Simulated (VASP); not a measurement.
# Mg2NCl (R-3m) in VASP: a series of runs, part 2 of 2

VASP 6.6.1.

## Step 6: Relaxation of cell and atoms, PBEsol

This run uses another cell than the first one, of 14.33 Å³/atom.

File INCAR:

```
  ALGO = Normal
  EDIFF = 1E-7
  EDIFFG = -0.005
  ENCUT = 600
  GGA = PS
  IBRION = 2
  ISIF = 3
  ISMEAR = -1
  LASPH = True
  LCHARG = False
  LREAL = False
  LWAVE = False
  NELM = 100
  NSW = 80
  PREC = Accurate
  SIGMA = 0.02
```

File KPOINTS:

```
k-points
0
Gamma
  8 8 8
```

File POSCAR:

```
Mg2NCl
1.0
    1.6596674433      0.9582094452      6.0075602290
   -1.6596674433      0.9582094452      6.0075602290
    0.0000000000     -1.9164188904      6.0075602290
Mg N Cl
2 1 1
Direct
    0.2227874665      0.2227874665      0.2227874665
    0.7772125335      0.7772125335      0.7772125335
    0.5000000000      0.5000000000      0.5000000000
    0.0000000000      0.0000000000      0.0000000000
```

Potentials or basis: VASP PAW PBE potentials, release 64 (Mg, N, Cl).

On the command line:

```console
$ cat potpaw_PBE.64/Mg/POTCAR potpaw_PBE.64/N/POTCAR potpaw_PBE.64/Cl/POTCAR > POTCAR
$ mpirun -np 1 vasp_std > vasp.out
```

Wall time 9.4 min (1 thread of Intel Xeon Platinum 8488C (Sapphire Rapids), shared host); peak memory 0.42 GiB.

Results (log left out):

* Free energy: -18.9565 eV
* Relaxed volume: 13.84 Å³/atom
* Relaxed cell: a = 6.222 Å, b = 6.222 Å, c = 6.222 Å, α = 30.61°, β = 30.61°, γ = 30.61°
* Space group after relaxing (to 0.1 Å): R-3m (No. 166)
* Energy gained by relaxing: 4.4 meV/atom
* Ionic steps: 7
* Pressure after relaxing: 0.0 GPa
* Band gap on the k mesh: 2.36 eV

Forces on the atoms (eV/Å):
```
Mg   0.000  0.000 -0.002
Mg   0.000  0.000  0.002
N    0.000  0.000  0.000
Cl   0.000  0.000  0.000
```

The path:
```csv
step,energy change (eV),largest force (eV/Å),pressure (GPa),volume (Å³)
1,0.0000,0.0617,-2.88,57.32
2,-0.0158,0.1536,0.54,55.21
3,-0.0165,0.1166,-0.06,55.55
4,-0.0175,0.0340,-0.01,55.44
5,-0.0176,0.0122,0.01,55.37
6,-0.0176,0.0097,0.01,55.38
7,-0.0176,0.0022,0.00,55.38
```

Final structure:
```yaml
crystal:
  lattice:
    - [1.64238, 0.94823, 5.92629]
    - [-1.64238, 0.94823, 5.92629]
    - [0.00000, -1.89646, 5.92629]
  atoms:
    - { symbol: Mg, position: [0.22310, 0.22310, 0.22310] }
    - { symbol: Mg, position: [0.77690, 0.77690, 0.77690] }
    - { symbol: N, position: [0.50000, 0.50000, 0.50000] }
    - { symbol: Cl, position: [0.00000, 0.00000, 0.00000] }
```

Levels at points of the mesh, in eV from the valence-band top:
| k point | band 6 | band 7 | band 8 | band 9 | band 10 | band 11 |
| --- | --- | --- | --- | --- | --- | --- |
| (0.00, 0.00, 0.00) | -1.03 | 0.00 | 0.00 | 2.36 | 5.30 | 8.62 |
| (0.50, 0.00, 0.00) | -3.25 | -1.56 | -0.81 | 4.31 | 5.87 | 6.18 |
| (0.50, 0.50, 0.00) | -3.06 | -0.84 | -0.74 | 3.15 | 3.95 | 5.24 |
| (0.50, 0.50, 0.50) | -2.39 | -0.03 | -0.03 | 4.75 | 4.89 | 7.07 |

Caveat: the PAW data sets were made with another functional, which shifts forces and pressure a little. A k mesh can miss the band edges.

## Step 7: Relaxation of cell and atoms, LDA

This run uses another cell than the first one, of 14.33 Å³/atom.

File INCAR:

```
ALGO = Normal ; EDIFF = 1E-6
EDIFFG = -0.005 ; ENCUT = 600
IBRION = 2 ; ISIF = 3
ISMEAR = -1 ; LASPH = T
LCHARG = F ; LREAL = F
LWAVE = F ; NELM = 60
NSW = 80 ; PREC = Accurate
SIGMA = 0.02
```

KPOINTS is that of step 6.

POSCAR is that of step 6.

Potentials or basis: VASP PAW LDA potentials, release 64 (Mg, N, Cl).

On the command line:

```console
$ cat potpaw_LDA.64/Mg/POTCAR potpaw_LDA.64/N/POTCAR potpaw_LDA.64/Cl/POTCAR > POTCAR
$ mpirun -np 1 vasp_std > vasp.out
```

Wall time 8.2 min (1 thread of Intel Xeon Platinum 8488C (Sapphire Rapids), shared host); peak memory 0.32 GiB.

The run converged. Its results:

| Item | Value |
| --- | --- |
| Free energy | -20.3480 eV |
| Relaxed volume | 13.26 Å³/atom |
| Relaxed cell | a = 6.121 Å, b = 6.121 Å, c = 6.121 Å, α = 30.70°, β = 30.70°, γ = 30.70° |
| Space group after relaxing (to 0.1 Å) | R-3m (No. 166) |
| Energy gained by relaxing | 23.3 meV/atom |
| Ionic steps | 7 |
| Pressure after relaxing | 0.0 GPa |
| Band gap on the k mesh | 2.66 eV |

Forces in eV/Å, atoms in the order of the input:
```
Mg   0.000  0.000 -0.002
Mg   0.000  0.000  0.002
N    0.000  0.000  0.000
Cl   0.000  0.000  0.000
```

Step by step:
```tsv
step	energy change (eV)	largest force (eV/Å)	pressure (GPa)	volume (Å³)
1	0.0000	0.1964	-6.62	57.32
2	-0.0830	0.3730	1.60	52.55
3	-0.0881	0.2560	-0.16	53.40
4	-0.0925	0.0691	-0.02	53.14
5	-0.0930	0.0185	0.04	53.02
6	-0.0933	0.0055	-0.02	53.03
7	-0.0933	0.0023	-0.03	53.03
```

Final structure:
```
CELL_PARAMETERS angstrom
1.62066 0.93569 5.82834
-1.62066 0.93569 5.82834
0.00000 -1.87138 5.82834
ATOMIC_POSITIONS crystal
Mg 0.22331 0.22331 0.22331
Mg 0.77669 0.77669 0.77669
N 0.50000 0.50000 0.50000
Cl 0.00000 0.00000 0.00000
```

Levels at points of the mesh, in eV from the valence-band top:
| k point | band 5 | band 6 | band 7 | band 8 | band 9 | band 10 | band 11 | band 12 |
| --- | --- | --- | --- | --- | --- | --- | --- | --- |
| (0.00, 0.00, 0.00) | -2.40 | -1.01 | 0.00 | 0.00 | 2.66 | 5.40 | 8.95 | 9.02 |
| (0.50, 0.00, 0.00) | -4.10 | -3.31 | -1.64 | -0.83 | 4.23 | 6.08 | 6.19 | 7.54 |
| (0.50, 0.50, 0.00) | -3.34 | -3.11 | -0.86 | -0.76 | 3.10 | 4.06 | 5.13 | 8.87 |
| (0.50, 0.50, 0.50) | -2.39 | -2.39 | -0.04 | -0.04 | 5.03 | 5.18 | 7.14 | 8.55 |

## Step 8: The runs side by side

```tsv
task	level	potentials or basis	cell	k mesh	cutoff (eV)	smearing	gap on the mesh (eV)	pressure (GPa)	relaxed volume (Å³/atom)	largest force (eV/Å)
single point	PBE	VASP PAW PBE potentials, release 64 (Mg, N, Cl)	a = 6.235 Å, angles 30.6°, 4 atoms	10 × 10 × 10	520	fermi-dirac 0.02 eV	2.40	2.1	-	0.04
single point	LDA	VASP PAW LDA potentials, release 64 (Mg, N, Cl)	a = 6.235 Å, angles 30.6°, 4 atoms	10 × 10 × 10	520	gaussian 0.01 eV	2.33	-4.5	-	0.11
single point	r2SCAN	VASP PAW PBE potentials, release 64 (Mg, N, Cl)	a = 6.235 Å, angles 30.6°, 4 atoms	10 × 10 × 10	520	gaussian 0.01 eV	3.08	-0.5	-	0.07
relaxation of cell and atoms	PBE	VASP PAW PBE potentials, release 64 (Mg, N, Cl)	relaxed from a = 6.302 Å, angles 30.6°, 4 atoms	8 × 8 × 8	600	fermi-dirac 0.02 eV	2.25	0.0	14.27	-
relaxation of cell and atoms	PBEsol	VASP PAW PBE potentials, release 64 (Mg, N, Cl)	relaxed from a = 6.306 Å, angles 30.5°, 4 atoms	8 × 8 × 8	600	fermi-dirac 0.02 eV	2.36	0.0	13.84	-
relaxation of cell and atoms	LDA	VASP PAW LDA potentials, release 64 (Mg, N, Cl)	relaxed from a = 6.306 Å, angles 30.5°, 4 atoms	8 × 8 × 8	600	fermi-dirac 0.02 eV	2.66	0.0	13.26	-
```

Alike in all rows: no spin polarisation.

Caveats: the PAW data sets were made with another functional, which shifts forces and pressure a little (at least some runs); the cell stands under tension (at least some runs).

Absolute energies hang on the potentials; compare differences alone.
